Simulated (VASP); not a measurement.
# NaSi8O16 (a cell with a defect) in VASP: a series of runs

The runs below take NaSi8O16 (a cell with a defect) through single point, with PBE+D3(BJ).

All numbers are computed with VASP 6.6.1; they aren't measurements. Logs are shortened: lines on timing, memory, paths and dates and some standing lists are left out, and cuts for length are marked.

**1. The cell of the first run**

The cell holds a defect, 25 atoms: a = 5.974 Å, b = 5.974 Å, c = 5.379 Å, α = 90.00°, β = 90.00°, γ = 90.00°.

**2. Single point, PBE+D3(BJ), collinear spin, zero start**

Contents of INCAR:

```
SYSTEM = NaSi8O16
  ALGO = Normal
  EDIFF = 1E-7
  ENCUT = 520
  GGA = PE
  ISIF = 2
  ISMEAR = -1
  ISPIN = 2
  IVDW = 12
  LASPH = .TRUE.
  LCHARG = .FALSE.
  LORBIT = 11
  LREAL = Auto
  LWAVE = .FALSE.
  MAGMOM = 0 0 0 0 0 0 0 0 0 0 0 0 0 0 0 0 0 0 0 0 0 0 0 0 0
  NBANDS = 90
  NELM = 150
  PREC = Accurate
  SIGMA = 0.02
```

Contents of KPOINTS:

```
k-points
0
G
  2 2 2
  0 0 0
```

Contents of POSCAR:

```
NaSi8O16
1.0
   -4.2244000000     -4.2244000000      0.0000000000
    4.2244000000     -4.2244000000      0.0000000000
    0.0000000000      0.0000000000      5.3792000000
Si O Na
8 16 1
Direct
    0.5199081526      0.4539342865     -0.0166381618
   -0.0181682606      0.4665396269      0.2296624033
    0.4995265600      0.5017990721      0.5026026175
    0.0083088723      0.4538632705      0.7271341463
   -0.0209852287     -0.0028288041     -0.0342801904
    0.5309629770      0.0128775684      0.2158685306
    0.0090190323     -0.0041662721      0.4705160619
    0.4872289556      0.0201567086      0.6988213861
    0.2063014866      0.4418142221      0.0016173409
    0.0109483004      0.1856003219      0.2243456276
    0.8201401382      0.4780560553     -0.0263607971
   -0.0629438500      0.7704762807      0.2493493456
    0.1927137582      0.5241217688      0.4555138311
    0.0363128492      0.1894706941      0.7048259964
    0.8089196099      0.4620301108      0.5138310529
   -0.0088059843      0.8259871224      0.7444787329
    0.7027151785      0.0171503645     -0.0590236466
    0.5207603447      0.7161727109      0.2310194825
    0.3193944702      0.0409170533      0.0079379833
    0.5122976044      0.2983027175      0.2624925640
    0.7041710065     -0.0032193921      0.4809823022
    0.5172687246      0.6912342581      0.7259443783
    0.2895085693     -0.0127828804      0.4632473230
    0.4739016192      0.3081976139      0.7325624628
    0.2585337563      0.7452774358      0.9772270970
```

Potentials or basis: VASP PAW PBE potentials, release 64 (Si, O, Na_pv).

The run is started by

```console
> cat potpaw_PBE.64/Si/POTCAR potpaw_PBE.64/O/POTCAR potpaw_PBE.64/Na_pv/POTCAR > POTCAR
> mpirun -np 1 vasp_std > vasp.out
```

OUTCAR:

```text
SYSTEM = NaSi8O16
   EDIFF = 1E-7
   ENCUT = 520
   GGA = PE
   ISIF = 2
   ISMEAR = -1
   ISPIN = 2
   IVDW = 12
   LASPH = .TRUE.
   LORBIT = 11
   LREAL = Auto
   NELM = 150
   PREC = Accurate
 IVDW          = 12

 ion  position               nearest neighbor table
   1  0.520  0.454  0.983-  24 1.63  20 1.77  11 1.80   9 1.88  22 1.98  18 2.06  25 2.34   3 2.60
                             3 2.81   6 2.92   8 3.02   2 3.06
   2  0.982  0.467  0.230-  11 1.68  10 1.69  13 1.78   9 1.82  12 1.84  15 1.85   4 2.68   4 2.71
                            25 2.71   1 3.06   7 3.10   5 3.14
   3  0.500  0.502  0.503-  22 1.65  24 1.70  20 1.78  13 1.86  15 1.86  18 1.95   1 2.60   1 2.81
                             8 3.07
   4  0.008  0.454  0.727-  14 1.59  15 1.65  11 1.74  13 1.88   9 1.89  16 2.23  25 2.66   2 2.68
                             2 2.71   5 3.02   7 3.06
   5  0.979  0.997  0.966-  16 1.57  17 1.66  10 1.80  14 1.85  12 2.06  19 2.06  25 2.25   7 2.67
                             7 2.72   6 3.00   4 3.02   2 3.14
   6  0.531  0.013  0.216-  19 1.70  20 1.73  21 1.76  18 1.78  17 1.80  23 1.97   8 2.61  25 2.62
                             8 2.79   1 2.92   5 3.00
   7  0.009  0.996  0.471-  23 1.68  14 1.72  10 1.74  16 1.79  21 1.82  12 1.85   5 2.67   5 2.72
                             4 3.06   2 3.10   8 3.11
   8  0.487  0.020  0.699-  24 1.73  23 1.74  21 1.75  17 1.83  19 1.95  22 1.98  25 2.61   6 2.61
                             6 2.79   1 3.02   3 3.07   7 3.11
   9  0.206  0.442  0.002-   2 1.82  25 1.84   1 1.88   4 1.89
  10  0.011  0.186  0.224-   2 1.69   7 1.74   5 1.80
  11  0.820  0.478  0.974-   2 1.68   4 1.74   1 1.80
  12  0.937  0.770  0.249-   2 1.84   7 1.85   5 2.06
  13  0.193  0.524  0.456-   2 1.78   3 1.86   4 1.88
  14  0.036  0.189  0.705-   4 1.59   7 1.72   5 1.85
  15  0.809  0.462  0.514-   4 1.65   2 1.85   3 1.86
  16  0.991  0.826  0.744-   5 1.57   7 1.79  25 2.09   4 2.23
  17  0.703  0.017  0.941-   5 1.66   6 1.80   8 1.83
  18  0.521  0.716  0.231-   6 1.78   3 1.95   1 2.06  25 2.09
  19  0.319  0.041  0.008-   6 1.70  25 1.81   8 1.95   5 2.06
  20  0.512  0.298  0.262-   6 1.73   1 1.77   3 1.78
  21  0.704  0.997  0.481-   8 1.75   6 1.76   7 1.82
  22  0.517  0.691  0.726-   3 1.65   8 1.98   1 1.98  25 2.08
  23  0.290  0.987  0.463-   7 1.68   8 1.74   6 1.97
  24  0.474  0.308  0.733-   1 1.63   3 1.70   8 1.73
  25  0.259  0.745  0.977-  19 1.81   9 1.84  22 2.08  18 2.09  16 2.09   5 2.25   1 2.34   8 2.61
                             6 2.62   4 2.66   2 2.71

  LATTYP: Found a simple tetragonal cell.
 ALAT       =     5.9742037729
 C/A-ratio  =     0.9004045065

  Lattice vectors:

 A1 = (  -4.2244000000,  -4.2244000000,   0.0000000000)
 A2 = (   4.2244000000,  -4.2244000000,   0.0000000000)
 A3 = (   0.0000000000,   0.0000000000,   5.3792000000)

Analysis of symmetry for initial positions (statically):
=====================================================================
 Subroutine PRICEL returns:
 Original cell was already a primitive cell.

 Routine SETGRP: Setting up the symmetry group for a
 simple tetragonal supercell.

 Subroutine GETGRP returns: Found  1 space group operations
 (whereof  1 operations were pure point group operations)
 out of a pool of 16 trial point group operations.

The static configuration has the point symmetry C_1 .

Analysis of symmetry for dynamics (positions and initial velocities):
=====================================================================
 Subroutine PRICEL returns:
 Original cell was already a primitive cell.

 Routine SETGRP: Setting up the symmetry group for a
 simple tetragonal supercell.

 Subroutine GETGRP returns: Found  1 space group operations
 (whereof  1 operations were pure point group operations)
 out of a pool of 16 trial point group operations.

The dynamic configuration has the point symmetry C_1 .

Analysis of structural, dynamic, and magnetic symmetry:
=====================================================================
 Subroutine PRICEL returns:
 Original cell was already a primitive cell.

 Routine SETGRP: Setting up the symmetry group for a
 simple tetragonal supercell.

 Subroutine GETGRP returns: Found  1 space group operations
 (whereof  1 operations were pure point group operations)
 out of a pool of 16 trial point group operations.

The overall configuration has the point symmetry C_1 .
[... 116 lines left out ...]
   NGX,Y,Z   is equivalent  to a cutoff of  13.36, 13.36, 12.36 a.u.
   NGXF,Y,Z  is equivalent  to a cutoff of  26.71, 26.71, 24.72 a.u.
 SYSTEM =  NaSi8O16
   PREC   = accura    normal or accurate (medium, high low for compatibility)
   ISTART =      0    job   : 0-new  1-cont  2-samecut
   ICHARG =      2    charge: 1-file 2-atom 10-const
   ISPIN  =      2    spin polarized calculation?
   LNONCOLLINEAR =      F non collinear calculations
   LSORBIT =      F    spin-orbit coupling
   LASPH  =      T    aspherical Exc in radial PAW
   ENCUT  =  520.0 eV  38.22 Ry    6.18 a.u.  11.11 11.11 10.00*2*pi/ulx,y,z
   NELM   =    150;   NELMIN=  2; NELMDL= -5     # of ELM steps
   EDIFF  = 0.1E-06   stopping-criterion for ELM
   LREAL  =      T    real-space projection
   EDIFFG = 0.1E-05   stopping-criterion for IOM
   NSW    =      0    number of steps for IOM
   IBRION =     -1    ionic relax: 0-MD 1-quasi-New 2-CG
   NFREE  =      0    steps in history (QN), initial steepest desc. (CG)
   ISIF   =      2    stress and relaxation
   ISYM   =      2    0-nonsym 1-usesym 2-fastsym
   POTIM  = 0.5000    time-step for ionic-motion
   TEBEG  =    0.0;   TEEND  =   0.0 temperature during run
   PSTRESS=    0.0 pullay stress
   NELECT =     135.0000    total number of electrons
   NUPDOWN=      -1.0000    fix difference up-down
   EMIN   =  10.00;   EMAX   =-10.00  energy-range for DOS
   EFERMI =   0.00;   METHOD = LEGACY
   ISMEAR =    -1;   SIGMA  =   0.02  broadening in eV -4-tet -1-fermi 0-gaus
   EFERMI_NEDOS =   21; number of points for ismear=-14 and -15
   IALGO  =     38    algorithm
   IMIX   =      4    mixing-type and parameters
     AMIX     =   0.40;   BMIX     =  1.00
     AMIX_MAG =   1.60;   BMIX_MAG =  1.00
  volume/ion in A,a.u.               =       7.68        51.82
  Fermi-wavevector in a.u.,A,eV,Ry     =   1.455772  2.751011 28.834466  2.119273
  Thomas-Fermi vector in A             =   2.572768
   LORBIT       =     11    0 simple, 1 ext, 2 COOP (PROOUT), +10 PAW based schemes
   GGA     = PE    functional components
   LHFCALC =     F    Hartree Fock is set to
   AEXX    =    0.0000 exact exchange contribution
   IVDW    =    12    specifies the selected vdW correction
   LEPSILON=     F    determine dielectric tensor
   LRPA    =     F    only Hartree local field effects (RPA)
 spin polarized calculation
  energy-cutoff  :      520.00
  volume of cell :      191.99
 maximum number of plane-waves:      5232
 NGX is ok and might be reduce to    48
   NGX = 23   NGY = 23   NGZ = 21

 number of electron     134.9999998 magnetization       0.0001339

 number of electron     134.9999998 magnetization      -0.0000010

 Free energy of the ion-electron system (eV)
  ---------------------------------------------------
  ext. energy  EPLUGINS =         0.00000000
  ---------------------------------------------------
  free energy    TOTEN  =      -172.34293569 eV

  energy without entropy =     -172.33432975  energy(sigma->0) =     -172.33863272

 E-fermi :  13.7598     XC(G=0): -12.3730

 val. band max:       13.7510347669   @ k =   0.0000   0.5000   0.0000
 cond. band min:      13.7632842807   @ k =   0.0000   0.0000   0.0000
 fundamental gap:      0.0122495138
 Fermi energy:        13.7598440787

 spin component 1

 k-point     1 :       0.0000    0.0000    0.0000
  band No.  band energies     occupation
      1     -14.4199      1.00000
      2     -13.8908      1.00000
      3     -13.4894      1.00000
      4     -13.0226      1.00000
      5     -12.8837      1.00000
      6     -12.3071      1.00000
[... 645 lines left out ...]
     78      17.5485      0.00000
     79      17.7075      0.00000
 Fermi energy:        13.7598440787

 spin component 2

 k-point     1 :       0.0000    0.0000    0.0000
  band No.  band energies     occupation
      1     -14.4199      1.00000
      2     -13.8908      1.00000
      3     -13.4894      1.00000
      4     -13.0226      1.00000
      5     -12.8837      1.00000
      6     -12.3071      1.00000
[... 645 lines left out ...]
     78      17.5485      0.00000
     79      17.7075      0.00000
 [bands above 79 left out]

------------------------ aborting loop because EDIFF is reached ----------------------------------------

 Edisp (eV)   -6.36787

 E8    (eV) :    -2.2483

  FORCE on cell =-STRESS in cart. coord.  units (eV):
  Direction    XX          YY          ZZ          XY          YZ          ZX
  --------------------------------------------------------------------------------------
  -------------------------------------------------------------------------------------
  Total      44.43765    31.75969    29.18398   -10.94620    -4.31804     2.42790
  in kB     370.83773   265.03859   243.54392   -91.34744   -36.03462    20.26115
  external pressure =      293.14 kB  Pullay stress =        0.00 kB

 VOLUME and BASIS-vectors are now :
 -----------------------------------------------------------------------------
  energy-cutoff  :      520.00
  volume of cell :      191.99
      direct lattice vectors                 reciprocal lattice vectors
    -4.224400000 -4.224400000  0.000000000    -0.118360004 -0.118360004  0.000000000
     4.224400000 -4.224400000  0.000000000     0.118360004 -0.118360004  0.000000000
     0.000000000  0.000000000  5.379200000     0.000000000  0.000000000  0.185901249

 POSITION                                       TOTAL-FORCE (eV/Angst)
 -----------------------------------------------------------------------------------
     -0.27870     -4.11390      5.28970         2.077532     -2.122326      2.929327
     -2.17680     -6.11850      1.23540         0.444732     -3.274827      2.165440
      0.00960     -4.23000      2.70360         1.448076     -1.516946     -3.734336
      1.88220     -1.95240      3.91140         1.477719     -3.303977     -0.097157
      0.07670     -8.34820      5.19480         2.112944     -1.866330      2.508137
     -2.18860     -2.29740      1.16120        -0.994388      2.074728      0.760838
[... 17 lines left out ...]
     -0.70000     -3.30390      3.94060        -1.983911      0.763097     -2.619739
      2.05620     -4.24050      5.25670        -0.503948      1.023807      0.315304
 -----------------------------------------------------------------------------------
    total drift:                                0.018607     -0.002325      0.017382

  FREE ENERGIE OF THE ION-ELECTRON SYSTEM (eV)
  ---------------------------------------------------
  free  energy   TOTEN  =      -178.7108081242 eV

  energy  without entropy=     -178.7022021861  energy(sigma->0) =     -178.70650516

 total charge

# of ion       s       p       d       tot
------------------------------------------
    1        0.691   0.820   0.000   1.510
    2        0.609   0.890   0.000   1.499
    3        0.606   0.865   0.000   1.470
    4        0.659   0.915   0.000   1.574
    5        0.676   0.908   0.000   1.584
    6        0.612   0.881   0.000   1.494
[... 17 lines left out ...]
   24        1.574   3.777   0.000   5.351
   25        0.179   6.189   0.000   6.368
--------------------------------------------------
tot         30.341  71.907   0.000 102.249

 magnetization (x)

# of ion       s       p       d       tot
------------------------------------------
    1        0.000  -0.000   0.000  -0.000
    2       -0.000  -0.000   0.000  -0.000
    3        0.000  -0.000   0.000  -0.000
    4       -0.000  -0.000   0.000  -0.000
    5        0.000   0.000   0.000   0.000
    6        0.000   0.000   0.000   0.000
[... 17 lines left out ...]
   24        0.000  -0.000   0.000  -0.000
   25        0.000   0.000   0.000   0.000
--------------------------------------------------
tot         -0.000  -0.000   0.000  -0.000
```

Wall time 13 min (1 thread of Intel Xeon Platinum 8488C (Sapphire Rapids), shared host); peak memory 0.5 GiB.

Results:

| Property | Result |
| --- | --- |
| Free energy | -178.7108 eV |
| Pressure | 29.3 GPa |
| Largest force | 5.209 eV/Å |
| Net moment | 0.00 μB per cell |
| Valence electrons inside the program's atomic spheres | Si 1.51, 1.50, 1.47, 1.57, 1.58, 1.49, 1.46 (each value once); O 5.21, 5.28, 5.27, 5.12, 5.17, 5.34, 5.25, 5.26, 5.14, 5.22, 5.23, 5.19, 5.24, 5.35 (each value once); Na 6.37 |
| Dispersion energy per atom | -0.255 eV |

Forces in eV/Å, atoms in the order of the input:
```
Si   2.078 -2.122  2.929
Si   0.445 -3.275  2.165
Si   1.448 -1.517 -3.734
Si   1.478 -3.304 -0.097
Si   2.113 -1.866  2.508
Si  -0.994  2.075  0.761
Si  -0.636  2.969  0.004
Si  -1.990  0.780  1.378
O    1.034  0.951 -1.121
O    0.214  2.743  0.810
O    0.549  1.886 -0.398
O   -0.394 -3.677 -1.648
O   -1.507  0.592  2.360
O   -0.802  1.786  1.407
O    1.443  0.605 -2.562
O   -3.596  2.000 -3.194
O    2.243  0.508  2.262
O   -2.032  1.977  0.189
O    0.328 -1.233 -2.533
O    0.251 -1.456 -0.662
O    2.187 -0.217 -0.146
O    0.774  0.191  1.002
O   -2.146 -2.181  0.624
O   -1.984  0.763 -2.620
Na  -0.504  1.024  0.315
```

Stress tensor (GPa, compression positive):
```
37.08 -9.13  2.03
-9.13 26.50 -3.60
 2.03 -3.60 24.35
```

Caveat: the k points lie up to 0.58 Å⁻¹ apart; no moment was typed at the start, so none could form.

[end of part 1 of 2]
